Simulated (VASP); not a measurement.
# WS2 in VASP: a series of runs

WS2 is run at these levels: PBEsol; tasks: single point.

All numbers are computed with VASP 6.6.1; they aren't measurements. Logs are shortened: lines on timing, memory, paths and dates and some standing lists are left out, and cuts for length are marked.

### Step 1. The cell of the first run

The cell holds a slab with vacuum, 6 atoms: a = 3.267 Å, b = 3.267 Å, c = 24.478 Å, α = 90.00°, β = 90.00°, γ = 120.00°.

### Step 2. Single point, PBEsol (37.71 Å³/atom)

INCAR

```
SYSTEM = WS2
PREC = Accurate
ENCUT = 520
EDIFF = 1E-6
ISMEAR = 0
SIGMA = 0.05
LREAL = .False.
LASPH = .True.
NELM = 80
ALGO = Normal
ISIF = 2
LWAVE = .False.
LCHARG = .True.
GGA = PS
LELF = .True.
LVHAR = .True.
NBANDS = 35
```

KPOINTS

```
Automatic mesh
0
Gamma
  12 12 2
  0 0 0
```

POSCAR

```
WS2
1.0
    3.2671947921      0.0000000000      0.0000000000
   -1.6335973960      2.8294736891      0.0000000000
    0.0000000000      0.0000000000     24.4784928400
W S
2 4
Direct
    0.3333333333      0.6666666667      0.6345659624
    0.6666666667      0.3333333333      0.3654340376
    0.3333333333      0.6666666667      0.2989660749
    0.6666666667      0.3333333333      0.5680485953
    0.3333333333      0.6666666667      0.4319514047
    0.6666666667      0.3333333333      0.7010339251
```

Potentials or basis: VASP PAW PBE potentials, release 64 (W_sv, S).

Run with:

```sh
$ cat potpaw_PBE.64/W_sv/POTCAR potpaw_PBE.64/S/POTCAR > POTCAR
$ mpirun -np 1 vasp_std > vasp.out
```

OUTCAR:

```text
SYSTEM = WS2
   PREC = Accurate
   ENCUT = 520
   EDIFF = 1E-6
   ISMEAR = 0
   LREAL = .False.
   LASPH = .True.
   NELM = 80
   ISIF = 2
   GGA = PS

 ion  position               nearest neighbor table
   1  0.333  0.667  0.635-   6 2.49   6 2.49   6 2.49   4 2.49   4 2.49   4 2.49
   2  0.667  0.333  0.365-   3 2.49   3 2.49   3 2.49   5 2.49   5 2.49   5 2.49
   3  0.333  0.667  0.299-   2 2.49   2 2.49   2 2.49
   4  0.667  0.333  0.568-   1 2.49   1 2.49   1 2.49
   5  0.333  0.667  0.432-   2 2.49   2 2.49   2 2.49
   6  0.667  0.333  0.701-   1 2.49   1 2.49   1 2.49

  LATTYP: Found a hexagonal cell.
 ALAT       =     3.2671947921
 C/A-ratio  =     7.4922049029

  Lattice vectors:

 A1 = (   3.2671947921,   0.0000000000,   0.0000000000)
 A2 = (  -1.6335973960,   2.8294736891,   0.0000000000)
 A3 = (   0.0000000000,   0.0000000000,  24.4784928400)

Analysis of symmetry for initial positions (statically):
=====================================================================
 Subroutine PRICEL returns:
 Original cell was already a primitive cell.

 Routine SETGRP: Setting up the symmetry group for a
 hexagonal supercell.

 Subroutine GETGRP returns: Found 12 space group operations
 (whereof 12 operations were pure point group operations)
 out of a pool of 24 trial point group operations.

The static configuration has the point symmetry D_3d.

Analysis of symmetry for dynamics (positions and initial velocities):
=====================================================================
 Subroutine PRICEL returns:
 Original cell was already a primitive cell.

 Routine SETGRP: Setting up the symmetry group for a
 hexagonal supercell.

 Subroutine GETGRP returns: Found 12 space group operations
 (whereof 12 operations were pure point group operations)
 out of a pool of 24 trial point group operations.

The dynamic configuration has the point symmetry D_3d.

 Subroutine INISYM returns: Found 12 space group operations
 (whereof 12 operations are pure point group operations),
 and found     1 'primitive' translations

----------------------------------------------------------------------------------------

                                     Primitive cell

  volume of cell :     226.2900

  direct lattice vectors                    reciprocal lattice vectors
     3.267194792  0.000000000  0.000000000     0.306072966  0.176711309  0.000000000
    -1.633597396  2.829473689  0.000000000     0.000000000  0.353422618  0.000000000
     0.000000000  0.000000000 24.478492840     0.000000000  0.000000000  0.040852188

  length of vectors
     3.267194792  3.267194792 24.478492840     0.353422618  0.353422618  0.040852188

  position of ions in fractional coordinates (direct lattice)
     0.333333333  0.666666667  0.634565962
     0.666666667  0.333333333  0.365434038
     0.333333333  0.666666667  0.298966075
     0.666666667  0.333333333  0.568048595
     0.333333333  0.666666667  0.431951405
     0.666666667  0.333333333  0.701033925

  ion indices of the primitive-cell ions
   primitive index   ion index
                 1           1
                 2           2
                 3           3
                 4           4
                 5           5
                 6           6

----------------------------------------------------------------------------------------

 KPOINTS: Automatic mesh

Automatic generation of k-mesh.
 Grid dimensions read from file:
 generate k-points for:   12   12    2

 Generating k-lattice:

  Cartesian coordinates                     Fractional coordinates (reciprocal lattice)
     0.025506080  0.014725942  0.000000000     0.083333333  0.000000000  0.000000000
     0.000000000  0.029451885  0.000000000     0.000000000  0.083333333  0.000000000
     0.000000000  0.000000000  0.020426094     0.000000000  0.000000000  0.500000000

  Length of vectors
     0.029451885  0.029451885  0.020426094

  Shift w.r.t. Gamma in fractional coordinates (k-lattice)
     0.000000000  0.000000000  0.000000000

 Subroutine IBZKPT returns following result:
 ===========================================

 Found     38 irreducible k-points:

 Following reciprocal coordinates:
            Coordinates               Weight
  0.000000  0.000000  0.000000      1.000000
  0.083333  0.000000  0.000000      6.000000
  0.166667  0.000000  0.000000      6.000000
  0.250000  0.000000  0.000000      6.000000
  0.333333  0.000000  0.000000      6.000000
  0.416667  0.000000  0.000000      6.000000
[... 16 lines left out ...]
  0.250000  0.000000  0.500000      6.000000
  0.333333  0.000000  0.500000      6.000000
 [... further k-points ...]
   k-points           NKPTS =     38   k-points in BZ     NKDIM =     38   number of bands    NBANDS=     35
   number of dos      NEDOS =    301   number of ions     NIONS =      6
   total plane-waves  NPLWV = 110592
   dimension x,y,z NGX =    24 NGY =   24 NGZ =  192
   dimension x,y,z NGXF=    48 NGYF=   48 NGZF=  384
   ions per type =               2   4
   NGX,Y,Z   is equivalent  to a cutoff of  12.21, 12.21, 13.04 a.u.
   NGXF,Y,Z  is equivalent  to a cutoff of  24.42, 24.42, 26.08 a.u.
 SYSTEM =  WS2
   PREC   = accura    normal or accurate (medium, high low for compatibility)
   ISTART =      0    job   : 0-new  1-cont  2-samecut
   ICHARG =      2    charge: 1-file 2-atom 10-const
   ISPIN  =      1    spin polarized calculation?
   LNONCOLLINEAR =      F non collinear calculations
   LSORBIT =      F    spin-orbit coupling
   LASPH  =      T    aspherical Exc in radial PAW
   ENCUT  =  520.0 eV  38.22 Ry    6.18 a.u.   6.07  6.07 45.51*2*pi/ulx,y,z
   NELM   =     80;   NELMIN=  2; NELMDL= -5     # of ELM steps
   EDIFF  = 0.1E-05   stopping-criterion for ELM
   LREAL  =      F    real-space projection
   EDIFFG = 0.1E-04   stopping-criterion for IOM
   NSW    =      0    number of steps for IOM
   IBRION =     -1    ionic relax: 0-MD 1-quasi-New 2-CG
   NFREE  =      0    steps in history (QN), initial steepest desc. (CG)
   ISIF   =      2    stress and relaxation
   ISYM   =      2    0-nonsym 1-usesym 2-fastsym
   POTIM  = 0.5000    time-step for ionic-motion
   TEBEG  =    0.0;   TEEND  =   0.0 temperature during run
   PSTRESS=    0.0 pullay stress
   NELECT =      52.0000    total number of electrons
   NUPDOWN=      -1.0000    fix difference up-down
   EMIN   =  10.00;   EMAX   =-10.00  energy-range for DOS
   EFERMI =   0.00;   METHOD = LEGACY
   ISMEAR =     0;   SIGMA  =   0.05  broadening in eV -4-tet -1-fermi 0-gaus
   EFERMI_NEDOS =   21; number of points for ismear=-14 and -15
   IALGO  =     38    algorithm
   IMIX   =      4    mixing-type and parameters
     AMIX     =   0.40;   BMIX     =  1.00
     AMIX_MAG =   1.60;   BMIX_MAG =  1.00
  volume/ion in A,a.u.               =      37.71       254.51
  Fermi-wavevector in a.u.,A,eV,Ry     =   1.002738  1.894900 13.680435  1.005484
  Thomas-Fermi vector in A             =   2.135245
   LORBIT       =      0    0 simple, 1 ext, 2 COOP (PROOUT), +10 PAW based schemes
   GGA     = PS    functional components
   LHFCALC =     F    Hartree Fock is set to
   AEXX    =    0.0000 exact exchange contribution
   IVDW    =     0    specifies the selected vdW correction
   LEPSILON=     F    determine dielectric tensor
   LRPA    =     F    only Hartree local field effects (RPA)
 non-spin polarized calculation
 Gauss-broadening in eV      SIGMA  =   0.05
  energy-cutoff  :      520.00
  volume of cell :      226.29
 maximum number of plane-waves:      6162
   NGX = 13   NGY = 13   NGZ = 91

 number of electron      51.9999997 magnetization

 Free energy of the ion-electron system (eV)
  ---------------------------------------------------
  ext. energy  EPLUGINS =         0.00000000
  ---------------------------------------------------
  free energy    TOTEN  =       -49.88006155 eV

  energy without entropy =      -49.88006155  energy(sigma->0) =      -49.88006155

 E-fermi :   0.6537     XC(G=0):  -5.9188

 val. band max:        0.3622043722   @ k =   0.0000   0.0000   0.5000
 cond. band min:       1.8345139431   @ k =   0.1667   0.1667   0.0000
 fundamental gap:      1.4723095709
 Fermi energy:         0.6537344295

 k-point     1 :       0.0000    0.0000    0.0000
  band No.  band energies     occupation
      1     -74.0274      2.00000
      2     -74.0274      2.00000
      3     -38.1794      2.00000
      4     -38.1794      2.00000
      5     -38.0813      2.00000
      6     -38.0813      2.00000
[... 27 lines left out ...]
     34       2.8531      0.00000
     35       4.7721      0.00000

 k-point     2 :       0.0833    0.0000    0.0000
  band No.  band energies     occupation
      1     -74.0266      2.00000
      2     -74.0266      2.00000
      3     -38.1766      2.00000
      4     -38.1766      2.00000
      5     -38.0977      2.00000
      6     -38.0977      2.00000
[... 27 lines left out ...]
     34       2.9815      0.00000
     35       5.2063      0.00000

 k-point     3 :       0.1667    0.0000    0.0000
  band No.  band energies     occupation
      1     -74.0246      2.00000
      2     -74.0246      2.00000
      3     -38.1690      2.00000
      4     -38.1690      2.00000
      5     -38.1420      2.00000
      6     -38.1420      2.00000
[... 27 lines left out ...]
     34       3.4066      0.00000
     35       5.8831      0.00000
[... 723 lines left out ...]
 k-point    23 :       0.2500    0.0000    0.5000
  band No.  band energies     occupation
      1     -74.0219      2.00000
      2     -74.0219      2.00000
      3     -38.2021      2.00000
      4     -38.2021      2.00000
      5     -38.1585      2.00000
      6     -38.1585      2.00000
[... 27 lines left out ...]
     34       3.8510      0.00000
     35       6.4670      0.00000

 k-point    24 :       0.3333    0.0000    0.5000
  band No.  band energies     occupation
      1     -74.0192      2.00000
      2     -74.0191      2.00000
      3     -38.2615      2.00000
      4     -38.2615      2.00000
      5     -38.1480      2.00000
      6     -38.1480      2.00000
[... 27 lines left out ...]
     34       4.1801      0.00000
     35       6.2125      0.00000

 [... further k-points ...]

------------------------ aborting loop because EDIFF is reached ----------------------------------------

  FORCE on cell =-STRESS in cart. coord.  units (eV):
  Direction    XX          YY          ZZ          XY          YZ          ZX
  --------------------------------------------------------------------------------------
  -------------------------------------------------------------------------------------
  Total      -10.7250841    -10.7250841    -11.5939577     -0.0000000      0.0000000     -0.0000000
  in kB      -75.9356873    -75.9356873    -82.0874812     -0.0000000      0.0000000     -0.0000000
  external PRESSURE =     -77.9862853 kB  Pullay stress =       0.0000000 kB

 VOLUME and BASIS-vectors are now :
 -----------------------------------------------------------------------------
  energy-cutoff  :      520.00
  volume of cell :      226.29
      direct lattice vectors                 reciprocal lattice vectors
     3.267194792  0.000000000  0.000000000     0.306072966  0.176711309  0.000000000
    -1.633597396  2.829473689  0.000000000     0.000000000  0.353422618  0.000000000
     0.000000000  0.000000000 24.478492840     0.000000000  0.000000000  0.040852188

 POSITION                                       TOTAL-FORCE (eV/Angst)
 -----------------------------------------------------------------------------------
     -0.00000      1.88632     15.53322         0.000000      0.000000     -0.001362
      1.63360      0.94316      8.94527        -0.000000      0.000000      0.001362
     -0.00000      1.88632      7.31824        -0.000000     -0.000000      1.759365
      1.63360      0.94316     13.90497        -0.000000      0.000000      1.737803
     -0.00000      1.88632     10.57352        -0.000000     -0.000000     -1.737803
      1.63360      0.94316     17.16025         0.000000      0.000000     -1.759365
 -----------------------------------------------------------------------------------
    total drift:                                0.000000     -0.000000      0.000000

  FREE ENERGIE OF THE ION-ELECTRON SYSTEM (eV)
  ---------------------------------------------------
  free  energy   TOTEN  =       -49.8800615535 eV

  energy  without entropy=      -49.8800615535  energy(sigma->0) =      -49.88006155
```

Run time: 3.9 min. Hardware: 1 thread of Intel Xeon Platinum 8488C (Sapphire Rapids), shared host; peak memory 0.45 GiB.

Results:

| Property | Result |
| --- | --- |
| Free energy | -49.8801 eV |
| Largest force | 1.759 eV/Å |
| Band gap on the k mesh | 1.47 eV (least direct gap 1.64 eV) |

Forces in eV/Å, atoms in the order of the input:
```
W    0.000  0.000 -0.001
W    0.000  0.000  0.001
S    0.000  0.000  1.759
S    0.000  0.000  1.738
S    0.000  0.000 -1.738
S    0.000  0.000 -1.759
```

Levels at points of the mesh, in eV from the valence-band top:
| k point | band 24 | band 25 | band 26 | band 27 | band 28 | band 29 |
| --- | --- | --- | --- | --- | --- | --- |
| (0.00, 0.00, 0.00) | -1.66 | -0.42 | 0.00 | 2.42 | 2.42 | 2.43 |
| (0.50, 0.00, 0.00) | -1.39 | -1.10 | -1.05 | 2.34 | 2.35 | 2.70 |
| (0.00, 0.00, 0.50) | -1.66 | -0.42 | 0.00 | 2.42 | 2.42 | 2.43 |
| (0.50, 0.00, 0.50) | -1.39 | -1.10 | -1.05 | 2.34 | 2.35 | 2.70 |

Caveat: the PAW data sets were made with another functional, which shifts forces and pressure a little; spin-orbit coupling is left out, which moves the levels of the heavy elements.

[end of part 1 of 2]
